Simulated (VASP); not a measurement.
Input of a VASP 6.6.1 run:

Contents of INCAR:

```
PREC = Accurate
ENCUT = 520
EDIFF = 1E-6
ISMEAR = 0
SIGMA = 0.1
LREAL = False
LASPH = True
NELM = 100
ALGO = Normal
ISIF = 2
LWAVE = False
LCHARG = True
GGA = PE
LELF = True
LVHAR = True
NBANDS = 36
```

The input KPOINTS:

```
regular mesh
0
Gamma
  4 4 4
```

File POSCAR:

```
SnW
1.0
    0.0000000000      3.5532585851      3.5532585851
    3.5532585851      0.0000000000      3.5532585851
    3.5532585851      3.5532585851      0.0000000000
Sn W
2 2
Direct
    0.5000000000      0.5000000000      0.5000000000
    0.7500000000      0.7500000000      0.7500000000
    0.0000000000      0.0000000000      0.0000000000
    0.2500000000      0.2500000000      0.2500000000
```

Potentials or basis: VASP PAW PBE potentials, release 64 (Sn_d, W_sv).

Command:

```console
$ cat potpaw_PBE.64/Sn_d/POTCAR potpaw_PBE.64/W_sv/POTCAR > POTCAR
$ mpirun -np 1 vasp_std > vasp.out
```

Q: What does it give for the pressure?

A: -17.0 GPa.

Q: Estimate the band gap on the k mesh.

A: 0.32 eV, indirect (least direct gap 0.74 eV).

Caveat: spin-orbit coupling is left out, which moves the levels of the heavy elements. A k mesh can miss the band edges.
